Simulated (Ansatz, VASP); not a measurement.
# Au: VASP beside Ansatz

Contents of INCAR:

```
  ALGO = Normal
  EDIFF = 1E-7
  ENCUT = 520
  ISIF = 2
  ISMEAR = -1
  LASPH = T
  LCHARG = T
  LELF = T
  LREAL = F
  LVHAR = T
  LWAVE = F
  NBANDS = 12
  NELM = 60
  PREC = Accurate
  SIGMA = 0.05
```

The input KPOINTS:

```
k-points
0
Gamma
  11 11 11
```

Contents of POSCAR:

```
Au
1.0
    0.0000000000      2.0350000000      2.0350000000
    2.0350000000      0.0000000000      2.0350000000
    2.0350000000      2.0350000000      0.0000000000
Au
1
Direct
    0.0000000000      0.0000000000      0.0000000000
```

Contents of input.yaml:

```yaml
crystal:
  lattice:
    - [0.0, 2.035, 2.035]
    - [2.035, 0.0, 2.035]
    - [2.035, 2.035, 0.0]
  atoms:
    - { symbol: Au, position: [0.0, 0.0, 0.0] }
kpoints:
  mp_grid: { grid: [11, 11, 11] }
  band_path:
    path:
      - [0.0, 0.0, 0.0]
      - [0.5, 0.0, 0.5]
      - [0.5, 0.25, 0.75]
      - [0.375, 0.375, 0.75]
      - [0.0, 0.0, 0.0]
      - [0.5, 0.5, 0.5]
      - [0.625, 0.25, 0.625]
      - [0.5, 0.25, 0.75]
    npoints: 12
scf:
  occupations: { method: fermi_dirac, width: 0.05 }
hamiltonian:
  xc: lda
  pseudopotentials: { kind: all_electron, lapw: { basis_error: 0.001 } }
output:
  forces: true
  stress: true
  eigenvalues: true
```

Alike in both runs: functional LDA; k mesh 11 × 11 × 11; occupations fermi-dirac, width 0.05 eV; no spin polarisation.

|  | VASP | Ansatz |
| --- | --- | --- |
| version | VASP 6.6.1 | Ansatz 0.2.0 |
| potentials or method | VASP PAW LDA potentials, release 64 (Au), cutoff 520 eV | all-electron LAPW, scalar-relativistic |
| task | single point | band structure |

```csv
,VASP,Ansatz,Ansatz less VASP
gap on the k mesh at the Fermi level (eV),none,none,-
pressure (GPa),-2.6,-3.1,-0.45
```

LDA's correlation is that of Perdew and Zunger in VASP and of Perdew and Wang (1992) in Ansatz. A gap of «none» marks a metal or a gap that the smearing closes. Ansatz ran all-electron here, and VASP with PAW potentials.

Neither program's run includes spin-orbit coupling.
